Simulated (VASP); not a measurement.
# Zr in VASP: further runs

The runs below take Zr through single point, with LDA.

Program: VASP 6.6.1. These are calculated values, not measurements. Logs are shortened: lines on timing, memory, paths and dates and some standing lists are left out, and cuts for length are marked.

### Step 1. The cell of the first run

It takes space group Fm-3m (No. 225, cubic). Conventional cell: a = 4.375 Å, b = 4.375 Å, c = 4.375 Å, α = 90.00°, β = 90.00°, γ = 90.00°. Zr (site symmetry m-3m) has 12 Zr at 3.09 Å within 4.1 Å.

This isn't the form of Zr at room conditions, which is hcp.

### Step 2. Single point, LDA (strain -0.030 along x and y, -0.030 along z)

INCAR

```
PREC = Accurate
ENCUT = 520
EDIFF = 1E-7
ISMEAR = 0
SIGMA = 0.15
LREAL = F
LASPH = T
NELM = 100
ALGO = Normal
ISIF = 2
LWAVE = F
LCHARG = T
GGA = CA
LELF = T
LVHAR = T
NBANDS = 12
```

KPOINTS

```
Automatic mesh
0
Gamma
  18 18 18
```

POSCAR

```
Zr
1.0
    0.0000000000      2.1873500000      2.1873500000
    2.1873500000      0.0000000000      2.1873500000
    2.1873500000      2.1873500000      0.0000000000
Zr
1
Direct
    0.0000000000      0.0000000000      0.0000000000
```

Potentials or basis: VASP PAW LDA potentials, release 64 (Zr_sv).

On the command line:

```
$ cat potpaw_LDA.64/Zr_sv/POTCAR > POTCAR
$ mpirun -np 1 vasp_std > vasp.out
```

OUTCAR:

```text
PREC = Accurate
   ENCUT = 520
   EDIFF = 1E-7
   ISMEAR = 0
   LREAL = F
   LASPH = T
   NELM = 100
   ISIF = 2
   GGA = CA

 ion  position               nearest neighbor table
   1  0.000  0.000  0.000-

  LATTYP: Found a face centered cubic cell.
 ALAT       =     4.3747000000

  Lattice vectors:

 A1 = (   0.0000000000,   2.1873500000,   2.1873500000)
 A2 = (   2.1873500000,   0.0000000000,   2.1873500000)
 A3 = (   2.1873500000,   2.1873500000,   0.0000000000)

Analysis of symmetry for initial positions (statically):
=====================================================================
 Subroutine PRICEL returns:
 Original cell was already a primitive cell.

 Routine SETGRP: Setting up the symmetry group for a
 face centered cubic supercell.

 Subroutine GETGRP returns: Found 48 space group operations
 (whereof 48 operations were pure point group operations)
 out of a pool of 48 trial point group operations.

The static configuration has the point symmetry O_h .

Analysis of symmetry for dynamics (positions and initial velocities):
=====================================================================
 Subroutine PRICEL returns:
 Original cell was already a primitive cell.

 Routine SETGRP: Setting up the symmetry group for a
 face centered cubic supercell.

 Subroutine GETGRP returns: Found 48 space group operations
 (whereof 48 operations were pure point group operations)
 out of a pool of 48 trial point group operations.

The dynamic configuration has the point symmetry O_h .

 Subroutine INISYM returns: Found 48 space group operations
 (whereof 48 operations are pure point group operations),
 and found     1 'primitive' translations

----------------------------------------------------------------------------------------

                                     Primitive cell

  volume of cell :      20.9308

  direct lattice vectors                    reciprocal lattice vectors
     0.000000000  2.187350000  2.187350000    -0.228587103  0.228587103  0.228587103
     2.187350000  0.000000000  2.187350000     0.228587103 -0.228587103  0.228587103
     2.187350000  2.187350000  0.000000000     0.228587103  0.228587103 -0.228587103

  length of vectors
     3.093380036  3.093380036  3.093380036     0.395924477  0.395924477  0.395924477

  position of ions in fractional coordinates (direct lattice)
     0.000000000  0.000000000  0.000000000

  ion indices of the primitive-cell ions
   primitive index   ion index
                 1           1

----------------------------------------------------------------------------------------

 KPOINTS: Automatic mesh

Automatic generation of k-mesh.
 Grid dimensions read from file:
 generate k-points for:   18   18   18

 Generating k-lattice:

  Cartesian coordinates                     Fractional coordinates (reciprocal lattice)
    -0.012699284  0.012699284  0.012699284     0.055555556  0.000000000  0.000000000
     0.012699284 -0.012699284  0.012699284     0.000000000  0.055555556  0.000000000
     0.012699284  0.012699284 -0.012699284     0.000000000  0.000000000  0.055555556

  Length of vectors
     0.021995804  0.021995804  0.021995804

  Shift w.r.t. Gamma in fractional coordinates (k-lattice)
     0.000000000  0.000000000  0.000000000

 Subroutine IBZKPT returns following result:
 ===========================================

 Found    195 irreducible k-points:

 Following reciprocal coordinates:
            Coordinates               Weight
  0.000000  0.000000  0.000000      1.000000
  0.055556  0.000000  0.000000      8.000000
  0.111111  0.000000  0.000000      8.000000
  0.166667  0.000000  0.000000      8.000000
  0.222222  0.000000  0.000000      8.000000
  0.277778  0.000000  0.000000      8.000000
[... 16 lines left out ...]
 -0.277778  0.055556  0.000000     24.000000
 -0.222222  0.055556  0.000000     24.000000
 [... further k-points ...]
   k-points           NKPTS =    195   k-points in BZ     NKDIM =    195   number of bands    NBANDS=     12
   number of dos      NEDOS =    301   number of ions     NIONS =      1
   total plane-waves  NPLWV =  13824
   dimension x,y,z NGX =    24 NGY =   24 NGZ =   24
   dimension x,y,z NGXF=    48 NGYF=   48 NGZF=   48
   ions per type =               1
   NGX,Y,Z   is equivalent  to a cutoff of  12.90, 12.90, 12.90 a.u.
   NGXF,Y,Z  is equivalent  to a cutoff of  25.80, 25.80, 25.80 a.u.
 SYSTEM =  unknown system
   PREC   = accura    normal or accurate (medium, high low for compatibility)
   ISTART =      0    job   : 0-new  1-cont  2-samecut
   ICHARG =      2    charge: 1-file 2-atom 10-const
   ISPIN  =      1    spin polarized calculation?
   LNONCOLLINEAR =      F non collinear calculations
   LSORBIT =      F    spin-orbit coupling
   LASPH  =      T    aspherical Exc in radial PAW
   ENCUT  =  520.0 eV  38.22 Ry    6.18 a.u.   5.75  5.75  5.75*2*pi/ulx,y,z
   NELM   =    100;   NELMIN=  2; NELMDL= -5     # of ELM steps
   EDIFF  = 0.1E-06   stopping-criterion for ELM
   LREAL  =      F    real-space projection
   EDIFFG = 0.1E-05   stopping-criterion for IOM
   NSW    =      0    number of steps for IOM
   IBRION =     -1    ionic relax: 0-MD 1-quasi-New 2-CG
   NFREE  =      0    steps in history (QN), initial steepest desc. (CG)
   ISIF   =      2    stress and relaxation
   ISYM   =      2    0-nonsym 1-usesym 2-fastsym
   POTIM  = 0.5000    time-step for ionic-motion
   TEBEG  =    0.0;   TEEND  =   0.0 temperature during run
   PSTRESS=    0.0 pullay stress
   NELECT =      12.0000    total number of electrons
   NUPDOWN=      -1.0000    fix difference up-down
   EMIN   =  10.00;   EMAX   =-10.00  energy-range for DOS
   EFERMI =   0.00;   METHOD = LEGACY
   ISMEAR =     0;   SIGMA  =   0.15  broadening in eV -4-tet -1-fermi 0-gaus
   EFERMI_NEDOS =   21; number of points for ismear=-14 and -15
   IALGO  =     38    algorithm
   IMIX   =      4    mixing-type and parameters
     AMIX     =   0.40;   BMIX     =  1.00
     AMIX_MAG =   1.60;   BMIX_MAG =  1.00
  volume/ion in A,a.u.               =      20.93       141.25
  Fermi-wavevector in a.u.,A,eV,Ry     =   1.360004  2.570036 25.165497  1.849612
  Thomas-Fermi vector in A             =   2.486704
   LORBIT       =      0    0 simple, 1 ext, 2 COOP (PROOUT), +10 PAW based schemes
   GGA     = CA    functional components
   LHFCALC =     F    Hartree Fock is set to
   AEXX    =    0.0000 exact exchange contribution
   IVDW    =     0    specifies the selected vdW correction
   LEPSILON=     F    determine dielectric tensor
   LRPA    =     F    only Hartree local field effects (RPA)
 non-spin polarized calculation
 Gauss-broadening in eV      SIGMA  =   0.15
  energy-cutoff  :      520.00
  volume of cell :       20.93
 maximum number of plane-waves:       588
   NGX = 11   NGY = 11   NGZ = 11

 number of electron      12.0000000 magnetization

 Free energy of the ion-electron system (eV)
  ---------------------------------------------------
  ext. energy  EPLUGINS =         0.00000000
  ---------------------------------------------------
  free energy    TOTEN  =        -9.26861487 eV

  energy without entropy =       -9.25427739  energy(sigma->0) =       -9.26144613

 E-fermi :   9.9323     XC(G=0): -11.7872

 val. band max:        9.9291163170   @ k =  -0.2778   0.0556   0.0000
 cond. band min:       9.9346833604   @ k =   0.3889   0.1111   0.0556
 fundamental gap:      0.0055670435
 Fermi energy:         9.9323398261

 k-point     1 :       0.0000    0.0000    0.0000
  band No.  band energies     occupation
      1     -38.3351      2.00000
      2     -15.8037      2.00000
      3     -15.8037      2.00000
      4     -15.8037      2.00000
      5       4.2452      2.00000
      6      10.8931      0.00000
      7      10.8931      0.00000
      8      10.8931      0.00000
      9      13.6459      0.00000
     10      13.6459      0.00000
     11      20.6877      0.00000
     12      25.2193      0.00000

 k-point     2 :       0.0556    0.0000    0.0000
  band No.  band energies     occupation
      1     -38.3285      2.00000
      2     -15.8485      2.00000
      3     -15.8091      2.00000
      4     -15.8091      2.00000
      5       4.3589      2.00000
      6      10.7873      0.00000
      7      10.9471      0.00000
      8      10.9471      0.00000
      9      13.5873      0.00000
     10      13.5873      0.00000
     11      20.9348      0.00000
     12      24.7532      0.00000

 k-point     3 :       0.1111    0.0000    0.0000
  band No.  band energies     occupation
      1     -38.3096      2.00000
      2     -15.9760      2.00000
      3     -15.8245      2.00000
      4     -15.8245      2.00000
      5       4.6852      2.00000
      6      10.5179      0.00000
      7      11.0881      0.00000
      8      11.0881      0.00000
      9      13.4534      0.00000
     10      13.4534      0.00000
     11      21.5896      0.00000
     12      23.8579      0.00000
[... 286 lines left out ...]
 k-point    23 :      -0.2778    0.0556    0.0000
  band No.  band energies     occupation
      1     -38.1889      2.00000
      2     -16.7048      2.00000
      3     -15.9639      2.00000
      4     -15.9024      2.00000
      5       6.4880      2.00000
      6       9.9291      1.02425
      7      11.0399      0.00000
      8      11.1973      0.00000
      9      13.6315      0.00000
     10      14.5790      0.00000
     11      20.9571      0.00000
     12      24.7100      0.00000

 k-point    24 :      -0.2222    0.0556    0.0000
  band No.  band energies     occupation
      1     -38.2270      2.00000
      2     -16.4789      2.00000
      3     -15.9327      2.00000
      4     -15.8715      2.00000
      5       6.0249      2.00000
      6       9.8421      1.60532
      7      11.2166      0.00000
      8      11.3564      0.00000
      9      13.1488      0.00000
     10      14.0584      0.00000
     11      21.5826      0.00000
     12      24.5216      0.00000

 [... further k-points ...]

------------------------ aborting loop because EDIFF is reached ----------------------------------------

  FORCE on cell =-STRESS in cart. coord.  units (eV):
  Direction    XX          YY          ZZ          XY          YZ          ZX
  --------------------------------------------------------------------------------------
  -------------------------------------------------------------------------------------
  Total        0.4318429      0.4318429      0.4318429     -0.0000000     -0.0000000     -0.0000000
  in kB       33.0560942     33.0560942     33.0560942     -0.0000000     -0.0000000     -0.0000000
  external PRESSURE =      33.0560942 kB  Pullay stress =       0.0000000 kB

 VOLUME and BASIS-vectors are now :
 -----------------------------------------------------------------------------
  energy-cutoff  :      520.00
  volume of cell :       20.93
      direct lattice vectors                 reciprocal lattice vectors
     0.000000000  2.187350000  2.187350000    -0.228587103  0.228587103  0.228587103
     2.187350000  0.000000000  2.187350000     0.228587103 -0.228587103  0.228587103
     2.187350000  2.187350000  0.000000000     0.228587103  0.228587103 -0.228587103

 POSITION                                       TOTAL-FORCE (eV/Angst)
 -----------------------------------------------------------------------------------
      0.00000      0.00000      0.00000        -0.000000      0.000000      0.000000
 -----------------------------------------------------------------------------------
    total drift:                                0.000000      0.000000     -0.000000

  FREE ENERGIE OF THE ION-ELECTRON SYSTEM (eV)
  ---------------------------------------------------
  free  energy   TOTEN  =        -9.2686148691 eV

  energy  without entropy=       -9.2542773922  energy(sigma->0) =       -9.26144613
```

It took 30 s on 1 thread of Intel Xeon 8259CL, shared host; peak memory 0.16 GiB.

What came out:

```
Free energy            : -9.2686 eV
Pressure               : 3.3 GPa
Band gap on the k mesh : zero (bands 6 and 7 overlap by 1.61 eV)
```

Caveat: the cell differs from its parent crystal (strain -0.030 along x and y, -0.030 along z); the cell stands under pressure.

(Continued in part 2 of 2.)
